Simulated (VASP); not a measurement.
# Ni (Im-3m) in VASP: further runs, part 2 of 2

VASP 6.6.1. The steps go on from the part before.

### Step 4. Single point, LDA, collinear spin, ferromagnetic start (volume scaled by 0.88)

INCAR reads:

```
SYSTEM = Ni
ALGO = Normal
EDIFF = 1E-7
ENCUT = 520
ISIF = 2
ISMEAR = -1
ISPIN = 2
LASPH = .True.
LCHARG = .False.
LMAXMIX = 4
LORBIT = 11
LREAL = .False.
LWAVE = .False.
MAGMOM = 0.355
NBANDS = 15
NELM = 150
PREC = Accurate
SIGMA = 0.05
```

KPOINTS reads:

```
k-points
0
Gamma
  18 18 18
  0 0 0
```

POSCAR reads:

```
Ni
1.0
   -1.3045674437      1.3045674437      1.3045674437
    1.3045674437     -1.3045674437      1.3045674437
    1.3045674437      1.3045674437     -1.3045674437
Ni
1
Direct
    0.0000000000      0.0000000000      0.0000000000
```

Potentials or basis: VASP PAW LDA potentials, release 64 (Ni).

Launch:

```sh
$ cat potpaw_LDA.64/Ni/POTCAR > POTCAR
$ mpirun -np 1 vasp_std > vasp.out
```

OUTCAR:

```text
SYSTEM = Ni
   EDIFF = 1E-7
   ENCUT = 520
   ISIF = 2
   ISMEAR = -1
   ISPIN = 2
   LASPH = .True.
   LORBIT = 11
   LREAL = .False.
   NELM = 150
   PREC = Accurate

 ion  position               nearest neighbor table
   1  0.000  0.000  0.000-

  LATTYP: Found a body centered cubic cell.
 ALAT       =     2.6091348874

  Lattice vectors:

 A1 = (  -1.3045674437,   1.3045674437,   1.3045674437)
 A2 = (   1.3045674437,  -1.3045674437,   1.3045674437)
 A3 = (   1.3045674437,   1.3045674437,  -1.3045674437)

Analysis of symmetry for initial positions (statically):
=====================================================================
 Subroutine PRICEL returns:
 Original cell was already a primitive cell.

 Routine SETGRP: Setting up the symmetry group for a
 body centered cubic supercell.

 Subroutine GETGRP returns: Found 48 space group operations
[... 9 lines left out ...]

 Routine SETGRP: Setting up the symmetry group for a
 body centered cubic supercell.

 Subroutine GETGRP returns: Found 48 space group operations
 (whereof 48 operations were pure point group operations)
 out of a pool of 48 trial point group operations.

The dynamic configuration has the point symmetry O_h .

Analysis of structural, dynamic, and magnetic symmetry:
=====================================================================
 Subroutine PRICEL returns:
 Original cell was already a primitive cell.

 Routine SETGRP: Setting up the symmetry group for a
 body centered cubic supercell.

 Subroutine GETGRP returns: Found 48 space group operations
 (whereof 48 operations were pure point group operations)
 out of a pool of 48 trial point group operations.

The overall configuration has the point symmetry O_h .

 Subroutine INISYM returns: Found 48 space group operations
[... 5 lines left out ...]
                                     Primitive cell

  volume of cell :       8.8810

  direct lattice vectors                    reciprocal lattice vectors
    -1.304567444  1.304567444  1.304567444     0.000000000  0.383268801  0.383268801
     1.304567444 -1.304567444  1.304567444     0.383268801  0.000000000  0.383268801
     1.304567444  1.304567444 -1.304567444     0.383268801  0.383268801  0.000000000

  length of vectors
     2.259577094  2.259577094  2.259577094     0.542023936  0.542023936  0.542023936

  position of ions in fractional coordinates (direct lattice)
     0.000000000  0.000000000  0.000000000

  ion indices of the primitive-cell ions
   primitive index   ion index
                 1           1

----------------------------------------------------------------------------------------

 KPOINTS: k-points

Automatic generation of k-mesh.
 Grid dimensions read from file:
 generate k-points for:   18   18   18

 Generating k-lattice:

  Cartesian coordinates                     Fractional coordinates (reciprocal lattice)
     0.000000000  0.021292711  0.021292711     0.055555556  0.000000000  0.000000000
     0.021292711  0.000000000  0.021292711     0.000000000  0.055555556  0.000000000
     0.021292711  0.021292711  0.000000000     0.000000000  0.000000000  0.055555556

  Length of vectors
     0.030112441  0.030112441  0.030112441

  Shift w.r.t. Gamma in fractional coordinates (k-lattice)
[... 49 lines left out ...]
   LASPH  =      T    aspherical Exc in radial PAW
   ENCUT  =  520.0 eV  38.22 Ry    6.18 a.u.   4.20  4.20  4.20*2*pi/ulx,y,z
   NELM   =    150;   NELMIN=  2; NELMDL= -5     # of ELM steps
   EDIFF  = 0.1E-06   stopping-criterion for ELM
   LREAL  =      F    real-space projection
   EDIFFG = 0.1E-05   stopping-criterion for IOM
   NSW    =      0    number of steps for IOM
   IBRION =     -1    ionic relax: 0-MD 1-quasi-New 2-CG
   NFREE  =      0    steps in history (QN), initial steepest desc. (CG)
   ISIF   =      2    stress and relaxation
   ISYM   =      2    0-nonsym 1-usesym 2-fastsym
   POTIM  = 0.5000    time-step for ionic-motion
   TEBEG  =    0.0;   TEEND  =   0.0 temperature during run
   PSTRESS=    0.0 pullay stress
   NELECT =      10.0000    total number of electrons
   NUPDOWN=      -1.0000    fix difference up-down
   EMIN   =  10.00;   EMAX   =-10.00  energy-range for DOS
   EFERMI =   0.00;   METHOD = LEGACY
   ISMEAR =    -1;   SIGMA  =   0.05  broadening in eV -4-tet -1-fermi 0-gaus
   EFERMI_NEDOS =   21; number of points for ismear=-14 and -15
   IALGO  =     38    algorithm
   IMIX   =      4    mixing-type and parameters
     AMIX     =   0.40;   BMIX     =  1.00
     AMIX_MAG =   1.60;   BMIX_MAG =  1.00
  volume/ion in A,a.u.               =       8.88        59.93
  Fermi-wavevector in a.u.,A,eV,Ry     =   1.703158  3.218502 39.467066  2.900748
  Thomas-Fermi vector in A             =   2.782796
   LORBIT       =     11    0 simple, 1 ext, 2 COOP (PROOUT), +10 PAW based schemes
   GGA     = CA    functional components
   LHFCALC =     F    Hartree Fock is set to
   AEXX    =    0.0000 exact exchange contribution
   IVDW    =     0    specifies the selected vdW correction
   LEPSILON=     F    determine dielectric tensor
   LRPA    =     F    only Hartree local field effects (RPA)
 spin polarized calculation
  energy-cutoff  :      520.00
  volume of cell :        8.88
 maximum number of plane-waves:       250
 NGX is ok and might be reduce to    18
   NGX =  9   NGY =  9   NGZ =  9

 number of electron      10.0000008 magnetization       0.0001645

 Free energy of the ion-electron system (eV)
  ---------------------------------------------------
  ext. energy  EPLUGINS =         0.00000000
  ---------------------------------------------------
  free energy    TOTEN  =        -6.35654251 eV

  energy without entropy =       -6.34504758  energy(sigma->0) =       -6.35079505

 E-fermi :  12.1180     XC(G=0): -14.8562

 val. band max:       12.1055640332   @ k =  -0.4444   0.5000   0.3889
 cond. band min:      12.1205638320   @ k =  -0.3889   0.3889   0.1667
 fundamental gap:      0.0149997988
 Fermi energy:        12.1180438426

 spin component 1

 k-point     1 :       0.0000    0.0000    0.0000
  band No.  band energies     occupation
      1       1.8087      1.00000
      2       9.5403      1.00000
      3       9.5403      1.00000
      4       9.5403      1.00000
      5      11.3661      1.00000
      6      11.3661      1.00000
      7      40.7132      0.00000
      8      40.7132      0.00000
      9      40.7132      0.00000
     10      47.2340      0.00000
     11      47.2340      0.00000
     12      50.1779      0.00000
     13      50.1779      0.00000
     14      50.2130      0.00000
[... 403 lines left out ...]
      4      11.2631      1.00000
      5      11.8557      0.99476
      6      13.9628      0.00000
      7      21.4609      0.00000
      8      30.6905      0.00000
      9      34.5796      0.00000
     10      40.9766      0.00000
     11      46.8262      0.00000
     12      49.8019      0.00000
     13      56.7144      0.00000
     14      58.3152      0.00000
     15      61.3642      0.00000

 [... further k-points ...]

 spin component 2

 k-point     1 :       0.0000    0.0000    0.0000
  band No.  band energies     occupation
      1       1.8087      1.00000
      2       9.5405      1.00000
      3       9.5405      1.00000
      4       9.5405      1.00000
      5      11.3663      1.00000
      6      11.3663      1.00000
      7      40.7132      0.00000
      8      40.7132      0.00000
      9      40.7132      0.00000
     10      47.2340      0.00000
     11      47.2340      0.00000
     12      50.1780      0.00000
     13      50.1780      0.00000
     14      50.1780      0.00000
[... 403 lines left out ...]
      4      11.2632      1.00000
      5      11.8559      0.99474
      6      13.9630      0.00000
      7      21.4610      0.00000
      8      30.6905      0.00000
      9      34.5796      0.00000
     10      40.9766      0.00000
     11      46.8263      0.00000
     12      49.8020      0.00000
     13      56.7145      0.00000
     14      58.3155      0.00000
     15      61.3642      0.00000

 [... further k-points ...]
[... 5 lines left out ...]
  --------------------------------------------------------------------------------------
  -------------------------------------------------------------------------------------
  Total        2.2923996      2.2923996      2.2923996      0.0000000      0.0000000     -0.0000000
  in kB      413.5626539    413.5626539    413.5626539      0.0000000      0.0000000     -0.0000000
  external PRESSURE =     413.5626539 kB  Pullay stress =       0.0000000 kB

 VOLUME and BASIS-vectors are now :
 -----------------------------------------------------------------------------
  energy-cutoff  :      520.00
  volume of cell :        8.88
      direct lattice vectors                 reciprocal lattice vectors
    -1.304567444  1.304567444  1.304567444     0.000000000  0.383268801  0.383268801
     1.304567444 -1.304567444  1.304567444     0.383268801  0.000000000  0.383268801
     1.304567444  1.304567444 -1.304567444     0.383268801  0.383268801  0.000000000

 POSITION                                       TOTAL-FORCE (eV/Angst)
 -----------------------------------------------------------------------------------
      0.00000      0.00000      0.00000        -0.000000      0.000000     -0.000000
 -----------------------------------------------------------------------------------
    total drift:                                0.000000      0.000000      0.000000

  FREE ENERGIE OF THE ION-ELECTRON SYSTEM (eV)
  ---------------------------------------------------
  free  energy   TOTEN  =        -6.3565425134 eV

  energy  without entropy=       -6.3450475834  energy(sigma->0) =       -6.35079505

 total charge

# of ion       s       p       d       tot
------------------------------------------
    1        0.589   0.695   8.478   9.762

 magnetization (x)

# of ion       s       p       d       tot
------------------------------------------
    1       -0.000  -0.000   0.000   0.000
```

OSZICAR:

```text
N       E                     dE             d eps       ncg     rms          rms(c)
DAV:   1     0.318022287168E+02    0.31802E+02   -0.41538E+03 12626   0.912E+02
DAV:   2    -0.608252202823E+01   -0.37885E+02   -0.35377E+02 13149   0.169E+02
DAV:   3    -0.737811618753E+01   -0.12956E+01   -0.12840E+01 14537   0.304E+01
DAV:   4    -0.738337407757E+01   -0.52579E-02   -0.52572E-02 14438   0.187E+00
DAV:   5    -0.738340300024E+01   -0.28923E-04   -0.28923E-04 14797   0.129E-01    0.127E+01
DAV:   6    -0.653824109365E+01    0.84516E+00   -0.87837E+00 15851   0.351E+01    0.480E+00
DAV:   7    -0.638630708088E+01    0.15193E+00   -0.10190E+00 13763   0.112E+01    0.284E+00
DAV:   8    -0.635775090944E+01    0.28556E-01   -0.40304E-02 17389   0.146E+00    0.525E-01
DAV:   9    -0.635663370298E+01    0.11172E-02   -0.44523E-04 15660   0.216E-01    0.150E-01
DAV:  10    -0.635653060614E+01    0.10310E-03   -0.47472E-05 16806   0.618E-02    0.443E-02
DAV:  11    -0.635654188972E+01   -0.11284E-04   -0.65703E-05 17531   0.690E-02    0.117E-02
DAV:  12    -0.635654264908E+01   -0.75936E-06   -0.75749E-07 13819   0.968E-03    0.417E-03
DAV:  13    -0.635654248322E+01    0.16586E-06   -0.29971E-07 11793   0.305E-03    0.296E-03
DAV:  14    -0.635654251338E+01   -0.30166E-07   -0.14902E-07  9581   0.387E-03
   1 F= -.63565425E+01 E0= -.63507950E+01  d E =-.114949E-01  mag=     0.0002
```

Wall time 1.7 min (1 thread of Intel Xeon 8259CL, shared host); peak memory 0.15 GiB.

What came out:

- Free energy: -6.3565 eV
- Pressure: 41.4 GPa
- Band gap on the k mesh: zero (filled and empty bands overlap)
- Net moment: 0.00 μB per cell
- Valence electrons inside the program's atomic spheres: Ni 9.76

### Step 5. Single point, LDA, collinear spin, ferromagnetic start (volume scaled by 0.92)

INCAR reads:

```
PREC     = Accurate       # precision mode
ENCUT    = 520            # plane-wave cutoff, eV
EDIFF    = 1E-7           # SCF threshold, eV
ISMEAR   = -1             # smearing method
SIGMA    = 0.05           # smearing width, eV
LREAL    = False          # projectors in reciprocal space
LASPH    = True           # aspherical terms in the spheres
NELM     = 150            # most SCF steps
ALGO     = Normal         # electronic algorithm
ISIF     = 2              # what is computed and relaxed
LWAVE    = False          # write WAVECAR
LCHARG   = False          # write CHGCAR
ISPIN    = 2              # spin polarisation
MAGMOM   = 0.355          # initial moments
LORBIT   = 11             # projections on sites
LMAXMIX  = 4              # l up to which the mixer works
GGA      = CA             # functional
NBANDS   = 15             # bands
```

KPOINTS reads:

```
regular mesh
0
Gamma
  18 18 18
```

POSCAR reads:

```
Ni
1.0
   -1.3240414707      1.3240414707      1.3240414707
    1.3240414707     -1.3240414707      1.3240414707
    1.3240414707      1.3240414707     -1.3240414707
Ni
1
Direct
    0.0000000000      0.0000000000      0.0000000000
```

Launch:

```sh
$ cat potpaw_LDA.64/Ni/POTCAR > POTCAR
$ mpirun -np 1 vasp_std > vasp.out
```

Wall time 1.8 min (1 thread of Intel Xeon 8259CL, shared host); peak memory 0.15 GiB.

Results (log left out):

```yaml
Free_energy: -6.4376 eV
Pressure: 23.7 GPa
Band_gap_on_the_k_mesh: zero (filled and empty bands overlap)
Net_moment: 0.00 μB per cell
Valence_electrons_inside_the_program's_atomic_spheres: Ni 9.65
```

Levels at points of the mesh, in eV from the Fermi level:
Spin up:
```
           k point  band 1  band 2  band 3  band 4  band 5  band 6  band 7  band 8  band 9  band 10
(0.00, 0.00, 0.00)   -9.96   -2.41   -2.41   -2.41   -0.70   -0.70   28.16   28.16   28.16    34.29
(0.50, 0.00, 0.00)   -5.38   -3.62   -0.76   -0.48    0.14    0.50    8.02   20.59   22.48    26.43
(0.50, 0.50, 0.50)   -5.00   -5.00    0.21    0.21    0.21   10.84   10.84   10.84   17.56    17.56
```
Spin down:
```
           k point  band 3  band 4  band 5  band 6  band 7  band 8
(0.00, 0.00, 0.00)   -2.41   -2.41   -0.70   -0.70   28.16   28.16
(0.50, 0.00, 0.00)   -0.76   -0.48    0.14    0.50    8.02   20.59
(0.50, 0.50, 0.50)    0.21    0.21    0.21   10.84   10.84   10.84
```

### Step 6. Summary

| spin | cell | k mesh | gap on the mesh (eV) | pressure (GPa) | moment (μB) |
| --- | --- | --- | --- | --- | --- |
| non-collinear, typed start, SOC | a = 2.358 Å, angles 109.5°, 1 atom | 16 × 16 × 16 | - | -0.4 | 0.35 |
| collinear, ferromagnetic start | a = 2.358 Å, angles 109.5°, 1 atom | 16 × 16 × 16 | none | -0.5 | 0.37 |
| collinear, ferromagnetic start | a = 2.260 Å, angles 109.5°, 1 atom | 18 × 18 × 18 | none | 41.4 | 0.00 |
| collinear, ferromagnetic start | a = 2.293 Å, angles 109.5°, 1 atom | 18 × 18 × 18 | none | 23.7 | 0.00 |

Alike in all rows: task single point; level LDA; potentials or basis VASP PAW LDA potentials, release 64 (Ni); cutoff (eV) 520; smearing fermi-dirac 0.05 eV.

Total energies depend on the potentials used, so only differences within one code and one set of settings carry meaning.
